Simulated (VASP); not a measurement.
Be3Te2Se: single point with PBE

Be3Te2Se:

```
CELL_PARAMETERS angstrom
3.90288 0.00000 0.00000
-1.95144 3.37999 0.00000
0.00000 0.00000 19.19385
ATOMIC_POSITIONS crystal
Be 0.33333 0.66667 0.11793
Be 0.33333 0.66667 0.79176
Be 0.66667 0.33333 0.96484
Be 0.66667 0.33333 0.61793
Be 0.33333 0.66667 0.46484
Be 0.66667 0.33333 0.29176
Te 0.33333 0.66667 0.66373
Te 0.66667 0.33333 0.83646
Te 0.33333 0.66667 0.33646
Te 0.66667 0.33333 0.16373
Se 0.33333 0.66667 0.00029
Se 0.66667 0.33333 0.50029
```

| Item | Value |
| --- | --- |
| Program | VASP 6.6.1 |
| Task | single point |
| Functional | PBE |
| Potentials or basis | VASP PAW PBE potentials, release 64 (Be, Te, Se) |
| Cutoff | 520 eV |
| k mesh | 4 × 4 × 1 |
| Occupations | gaussian, width 0.15 eV |
| Spin | no spin polarisation |

* Pressure: -0.1 GPa
* Largest force: 0.040 eV/Å
* Band gap on the k mesh: 2.08 eV, indirect (least direct gap 2.10 eV)

Forces on the atoms (eV/Å):
```
Be   0.000  0.000 -0.034
Be   0.000  0.000 -0.031
Be   0.000  0.000  0.040
Be   0.000  0.000 -0.034
Be   0.000  0.000  0.040
Be   0.000  0.000 -0.031
Te   0.000  0.000  0.018
Te   0.000  0.000  0.001
Te   0.000  0.000  0.001
Te   0.000  0.000  0.018
Se   0.000  0.000  0.005
Se   0.000  0.000  0.005
```

Stress tensor (GPa, compression positive):
```
 0.01  0.00  0.00
 0.00  0.01  0.00
 0.00  0.00 -0.21
```

Levels at points of the mesh, in eV from the valence-band top:
```
           k point  band 21  band 22  band 23  band 24  band 25  band 26  band 27  band 28
(0.00, 0.00, 0.00)    -0.17    -0.17     0.00     0.00     2.10     2.35     3.35     3.53
(0.50, 0.00, 0.00)    -1.97    -1.80    -1.58    -1.29     2.08     2.39     2.48     2.64
```

Wall time 33 s on 1 thread of Intel(R) Xeon(R) 6975P-C (Granite Rapids), with other jobs on the host, peak memory 0.36 GiB.

Caveat: the k points lie up to 0.46 Å⁻¹ apart; spin-orbit coupling is left out, which moves the levels of the heavy elements. Expect the measured gap to be larger: semilocal functionals such as PBE lack the derivative discontinuity.
